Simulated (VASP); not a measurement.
# Ge (Cmmm) in VASP: a series of runs

Ge is run at these levels: PBE; tasks: single point.

All numbers are computed with VASP 6.6.1; they aren't measurements. Logs are shortened: lines on timing, memory, paths and dates and some standing lists are left out, and cuts for length are marked.

### Step 1. The cell of the first run

The structure is orthorhombic, space group Cmmm (No. 65). Conventional cell: a = 2.864 Å, b = 5.331 Å, c = 2.631 Å, α = 90.00°, β = 90.00°, γ = 90.00°. Within 3.5 Å of Ge (site symmetry mmm) lie 8 Ge at 2.63 to 3.03 Å.

### Step 2. Single point, PBE (strain +0.025 along x and y, -0.025 along z)

Input file INCAR:

```
PREC = Accurate
ENCUT = 520
EDIFF = 1E-7
ISMEAR = 0
SIGMA = 0.15
LREAL = F
LASPH = T
NELM = 60
ALGO = Normal
ISIF = 2
LWAVE = F
LCHARG = F
GGA = PE
NBANDS = 13
```

Input file KPOINTS:

```
Automatic mesh
0
Gamma
  20 20 18
```

Input file POSCAR:

```
Ge
1.0
    1.4320777250     -2.6655289000      0.0000000000
    1.4320777250      2.6655289000      0.0000000000
    0.0000000000      0.0000000000      2.6307752250
Ge
1
Direct
    0.5000000000      0.5000000000      0.0000000000
```

Potentials or basis: VASP PAW PBE potentials, release 64 (Ge_d).

The run is started by

```bash
> cat potpaw_PBE.64/Ge_d/POTCAR > POTCAR
> mpirun -np 1 vasp_std > vasp.out
```

OUTCAR:

```text
PREC = Accurate
   ENCUT = 520
   EDIFF = 1E-7
   ISMEAR = 0
   LREAL = F
   LASPH = T
   NELM = 60
   ISIF = 2
   GGA = PE

 ion  position               nearest neighbor table
   1  0.500  0.500  0.000-

  LATTYP: Found a base centered orthorhombic cell.
 ALAT       =     2.8641554500
 B/A-ratio  =     1.8613018368
 C/A-ratio  =     0.9185169139

  Lattice vectors:

 A1 = (   1.4320777250,  -2.6655289000,   0.0000000000)
 A2 = (   1.4320777250,   2.6655289000,   0.0000000000)
 A3 = (   0.0000000000,   0.0000000000,   2.6307752250)

Analysis of symmetry for initial positions (statically):
=====================================================================
 Subroutine PRICEL returns:
 Original cell was already a primitive cell.

 Routine SETGRP: Setting up the symmetry group for a
 base centered orthorhombic supercell.

 Subroutine GETGRP returns: Found  8 space group operations
 (whereof  8 operations were pure point group operations)
 out of a pool of  8 trial point group operations.

The static configuration has the point symmetry D_2h.

Analysis of symmetry for dynamics (positions and initial velocities):
=====================================================================
 Subroutine PRICEL returns:
 Original cell was already a primitive cell.

 Routine SETGRP: Setting up the symmetry group for a
 base centered orthorhombic supercell.

 Subroutine GETGRP returns: Found  8 space group operations
 (whereof  8 operations were pure point group operations)
 out of a pool of  8 trial point group operations.

The dynamic configuration has the point symmetry D_2h.

 Subroutine INISYM returns: Found  8 space group operations
 (whereof  8 operations are pure point group operations),
 and found     1 'primitive' translations

----------------------------------------------------------------------------------------

                                     Primitive cell

  volume of cell :      20.0846

  direct lattice vectors                    reciprocal lattice vectors
     1.432077725 -2.665528900  0.000000000     0.349143061 -0.187580033  0.000000000
     1.432077725  2.665528900  0.000000000     0.349143061  0.187580033  0.000000000
     0.000000000  0.000000000  2.630775225     0.000000000  0.000000000  0.380116093

  length of vectors
     3.025870276  3.025870276  2.630775225     0.396342208  0.396342208  0.380116093

  position of ions in fractional coordinates (direct lattice)
[... 77 lines left out ...]
   EDIFF  = 0.1E-06   stopping-criterion for ELM
   LREAL  =      F    real-space projection
   EDIFFG = 0.1E-05   stopping-criterion for IOM
   NSW    =      0    number of steps for IOM
   IBRION =     -1    ionic relax: 0-MD 1-quasi-New 2-CG
   NFREE  =      0    steps in history (QN), initial steepest desc. (CG)
   ISIF   =      2    stress and relaxation
   ISYM   =      2    0-nonsym 1-usesym 2-fastsym
   POTIM  = 0.5000    time-step for ionic-motion
   TEBEG  =    0.0;   TEEND  =   0.0 temperature during run
   PSTRESS=    0.0 pullay stress
   NELECT =      14.0000    total number of electrons
   NUPDOWN=      -1.0000    fix difference up-down
   EMIN   =  10.00;   EMAX   =-10.00  energy-range for DOS
   EFERMI =   0.00;   METHOD = LEGACY
   ISMEAR =     0;   SIGMA  =   0.15  broadening in eV -4-tet -1-fermi 0-gaus
   EFERMI_NEDOS =   21; number of points for ismear=-14 and -15
   IALGO  =     38    algorithm
   IMIX   =      4    mixing-type and parameters
     AMIX     =   0.40;   BMIX     =  1.00
     AMIX_MAG =   1.60;   BMIX_MAG =  1.00
  volume/ion in A,a.u.               =      20.08       135.54
  Fermi-wavevector in a.u.,A,eV,Ry     =   1.451542  2.743017 28.667123  2.106974
  Thomas-Fermi vector in A             =   2.569027
   LORBIT       =      0    0 simple, 1 ext, 2 COOP (PROOUT), +10 PAW based schemes
   GGA     = PE    functional components
   LHFCALC =     F    Hartree Fock is set to
   AEXX    =    0.0000 exact exchange contribution
   IVDW    =     0    specifies the selected vdW correction
   LEPSILON=     F    determine dielectric tensor
   LRPA    =     F    only Hartree local field effects (RPA)
 non-spin polarized calculation
 Gauss-broadening in eV      SIGMA  =   0.15
  energy-cutoff  :      520.00
  volume of cell :       20.08
 maximum number of plane-waves:       558
   NGX = 11   NGY = 11   NGZ =  9

 number of electron      14.0000000 magnetization

 Free energy of the ion-electron system (eV)
  ---------------------------------------------------
  ext. energy  EPLUGINS =         0.00000000
  ---------------------------------------------------
  free energy    TOTEN  =        -4.25008017 eV

  energy without entropy =       -4.24485126  energy(sigma->0) =       -4.24746571

 E-fermi :   5.9877     XC(G=0): -10.9185

 val. band max:        5.9841973768   @ k =   0.5000   0.1500   0.5000
 cond. band min:       5.9889839875   @ k =  -0.3000   0.2000   0.1111
 fundamental gap:      0.0047866107
 Fermi energy:         5.9876955640

 k-point     1 :       0.0000    0.0000    0.0000
  band No.  band energies     occupation
      1     -18.7981      2.00000
      2     -18.7093      2.00000
      3     -18.6680      2.00000
      4     -18.5646      2.00000
      5     -18.5475      2.00000
      6      -6.7099      2.00000
      7      12.2321      0.00000
      8      13.6068      0.00000
      9      13.7906      0.00000
     10      16.4554      0.00000
     11      18.0685      0.00000
     12      20.1571      0.00000
     13      20.1929      0.00000
[... 354 lines left out ...]
  band No.  band energies     occupation
      1     -18.7694      2.00000
      2     -18.6872      2.00000
      3     -18.6234      2.00000
      4     -18.5804      2.00000
      5     -18.5666      2.00000
      6      -4.3540      2.00000
      7       4.4330      2.00000
      8       8.8223      0.00000
      9      14.5394      0.00000
     10      15.8759      0.00000
     11      20.2174      0.00000
     12      26.0182      0.00000
     13      26.5711      0.00000

 [... further k-points ...]
[... 5 lines left out ...]
  --------------------------------------------------------------------------------------
  -------------------------------------------------------------------------------------
  Total       -0.4639223     -0.6525132      0.4466892     -0.0000000      0.0000000      0.0000000
  in kB      -37.0077006    -52.0518450     35.6329943     -0.0000000      0.0000000      0.0000000
  external PRESSURE =     -17.8088504 kB  Pullay stress =       0.0000000 kB

 VOLUME and BASIS-vectors are now :
 -----------------------------------------------------------------------------
  energy-cutoff  :      520.00
  volume of cell :       20.08
      direct lattice vectors                 reciprocal lattice vectors
     1.432077725 -2.665528900  0.000000000     0.349143061 -0.187580033  0.000000000
     1.432077725  2.665528900  0.000000000     0.349143061  0.187580033  0.000000000
     0.000000000  0.000000000  2.630775225     0.000000000  0.000000000  0.380116093

 POSITION                                       TOTAL-FORCE (eV/Angst)
 -----------------------------------------------------------------------------------
      1.43208      0.00000      0.00000        -0.000000     -0.000000      0.000000
 -----------------------------------------------------------------------------------
    total drift:                               -0.000000     -0.000000     -0.000000

  FREE ENERGIE OF THE ION-ELECTRON SYSTEM (eV)
  ---------------------------------------------------
  free  energy   TOTEN  =        -4.2500801680 eV

  energy  without entropy=       -4.2448512608  energy(sigma->0) =       -4.24746571
```

Wall time 3.9 min (1 thread of Intel Xeon 8259CL, shared host); peak memory 0.36 GiB.

Results:

```yaml
Free_energy: -4.2501 eV
Pressure: -1.8 GPa
Band_gap_on_the_k_mesh: zero (bands 7 and 8 overlap by 9.20 eV)
```

Levels at points of the mesh, in eV from the Fermi level:
| k point | band 3 | band 4 | band 5 | band 6 | band 7 | band 8 | band 9 | band 10 | band 11 | band 12 |
| --- | --- | --- | --- | --- | --- | --- | --- | --- | --- | --- |
| (0.00, 0.00, 0.00) | -24.66 | -24.55 | -24.54 | -12.70 | 6.24 | 7.62 | 7.80 | 10.47 | 12.08 | 14.17 |
| (0.50, 0.00, 0.00) | -24.58 | -24.58 | -24.56 | -8.15 | -5.19 | 2.90 | 6.94 | 11.27 | 17.12 | 17.39 |
| (0.50, 0.50, 0.00) | -24.59 | -24.58 | -24.54 | -8.93 | -5.38 | 4.55 | 8.51 | 10.66 | 16.38 | 17.14 |
| (0.00, 0.00, 0.50) | -24.64 | -24.62 | -24.54 | -8.48 | -5.55 | 9.42 | 10.79 | 15.20 | 15.70 | 16.39 |
| (0.50, 0.00, 0.50) | -24.65 | -24.57 | -24.46 | -3.53 | -1.92 | -1.76 | 3.72 | 6.13 | 11.46 | 12.60 |
| (0.50, 0.50, 0.50) | -24.63 | -24.58 | -24.47 | -4.42 | -2.51 | -1.88 | 3.38 | 7.78 | 13.15 | 14.30 |

Caveat: the cell differs from its parent crystal (strain +0.025 along x and y, -0.025 along z).

### Step 3. Single point, PBE (strain +0.000 along x and y, +0.050 along z)

Input file INCAR:

```
SYSTEM = Ge
PREC = Accurate ; ENCUT = 520
EDIFF = 1E-7 ; ISMEAR = 0
SIGMA = 0.15 ; LREAL = .False.
LASPH = .True. ; NELM = 100
ALGO = Normal ; ISIF = 2
LWAVE = .False. ; LCHARG = .False.
GGA = PE ; NBANDS = 13
```

Input file KPOINTS:

```
regular mesh
0
Gamma
  20 20 18
  0 0 0
```

Input file POSCAR:

```
Ge
1.0
    1.3971490000     -2.6005160000      0.0000000000
    1.3971490000      2.6005160000      0.0000000000
    0.0000000000      0.0000000000      2.8331425500
Ge
1
Direct
    0.5000000000      0.5000000000      0.0000000000
```

Potentials or basis: VASP PAW PBE potentials, release 64 (Ge_d).

The run is started by

```bash
> cat potpaw_PBE.64/Ge_d/POTCAR > POTCAR
> mpirun -np 1 vasp_std > vasp.out
```

It took 3.3 min on 1 thread of Intel Xeon 8259CL, shared host; peak memory 0.37 GiB.

It converged, with:

| Property | Result |
| --- | --- |
| Free energy | -4.2449 eV |
| Pressure | -3.1 GPa |
| Band gap on the k mesh | zero (bands 7 and 8 overlap by 8.14 eV) |

Stress tensor (GPa, compression positive):
```
-0.18  0.00  0.00
 0.00 -1.92  0.00
 0.00  0.00 -7.21
```

Levels at points of the mesh, in eV from the Fermi level:
```csv
k point,band 5,band 6,band 7,band 8,band 9,band 10
"(0.00, 0.00, 0.00)",-24.51,-12.49,5.26,7.48,8.99,9.11
"(0.50, 0.00, 0.00)",-24.52,-7.39,-4.99,3.77,7.78,9.13
"(0.50, 0.50, 0.00)",-24.52,-8.26,-5.20,5.55,8.48,9.44
"(0.00, 0.00, 0.50)",-24.55,-9.44,-5.37,9.71,11.22,15.73
"(0.50, 0.00, 0.50)",-24.46,-4.04,-2.49,-1.17,3.73,6.07
"(0.50, 0.50, 0.50)",-24.48,-4.99,-2.65,-1.83,3.34,7.85
```

Caveat: the cell differs from its parent crystal (strain +0.000 along x and y, +0.050 along z); the cell stands under tension.

### Step 4. Single point, PBE (strain +0.050 along x and y, -0.050 along z)

Input file INCAR:

```
SYSTEM = Ge
PREC     = Accurate       ! precision mode
ENCUT    = 520            ! plane-wave cutoff, eV
EDIFF    = 1E-6           ! SCF threshold, eV
ISMEAR   = 0              ! smearing method
SIGMA    = 0.15           ! smearing width, eV
LREAL    = .False.        ! projectors in reciprocal space
LASPH    = .True.         ! aspherical terms in the spheres
NELM     = 80             ! most SCF steps
ALGO     = Normal         ! electronic algorithm
ISIF     = 2              ! what is computed and relaxed
LWAVE    = .False.        ! write WAVECAR
LCHARG   = .False.        ! write CHGCAR
GGA      = PE             ! functional
NBANDS   = 13             ! bands
```

KPOINTS is that of step 3.

Input file POSCAR:

```
Ge
1.0
    1.4670064500     -2.7305418000      0.0000000000
    1.4670064500      2.7305418000      0.0000000000
    0.0000000000      0.0000000000      2.5633194500
Ge
1
Direct
    0.5000000000      0.5000000000      0.0000000000
```

The run is started by

```bash
> cat potpaw_PBE.64/Ge_d/POTCAR > POTCAR
> mpirun -np 1 vasp_std > vasp.out
```

Wall time 2.3 min (1 thread of Intel Xeon 8259CL, shared host); peak memory 0.37 GiB.

Results (log left out):

* Free energy: -4.1963 eV
* Pressure: -2.3 GPa
* Band gap on the k mesh: zero (bands 7 and 8 overlap by 8.63 eV)

Stress tensor (GPa, compression positive):
```
-6.66  0.00  0.00
 0.00 -7.46  0.00
 0.00  0.00  7.19
```

Levels at points of the mesh, in eV from the Fermi level:
| k point | band 5 | band 6 | band 7 | band 8 | band 9 | band 10 |
| --- | --- | --- | --- | --- | --- | --- |
| (0.00, 0.00, 0.00) | -24.57 | -12.58 | 5.40 | 6.66 | 9.00 | 10.04 |
| (0.50, 0.00, 0.00) | -24.59 | -8.51 | -5.12 | 2.36 | 6.45 | 12.09 |
| (0.50, 0.50, 0.00) | -24.57 | -9.22 | -5.28 | 3.90 | 7.92 | 11.54 |
| (0.00, 0.00, 0.50) | -24.54 | -7.88 | -5.45 | 8.96 | 10.21 | 14.37 |
| (0.50, 0.00, 0.50) | -24.48 | -3.38 | -2.24 | -1.28 | 3.82 | 5.99 |
| (0.50, 0.50, 0.50) | -24.49 | -4.20 | -2.76 | -1.39 | 3.51 | 7.52 |

Caveat: the cell differs from its parent crystal (strain +0.050 along x and y, -0.050 along z).

### Step 5. Summary

| cell | gap on the mesh (eV) | pressure (GPa) |
| --- | --- | --- |
| a = 3.026, b = 3.026, c = 2.631 Å, angles 90.0, 90.0, 123.5°, 1 atom | none | -1.8 |
| a = 2.952, b = 2.952, c = 2.833 Å, angles 90.0, 90.0, 123.5°, 1 atom | none | -3.1 |
| a = 3.100, b = 3.100, c = 2.563 Å, angles 90.0, 90.0, 123.5°, 1 atom | none | -2.3 |

Alike in all rows: task single point; level PBE; potentials or basis VASP PAW PBE potentials, release 64 (Ge_d); no spin polarisation; k mesh 20 × 20 × 18; cutoff (eV) 520; smearing gaussian 0.15 eV.

Caveats: the cell stands under tension (at least some runs).

Total energies depend on the potentials used, so only differences within one code and one set of settings carry meaning.
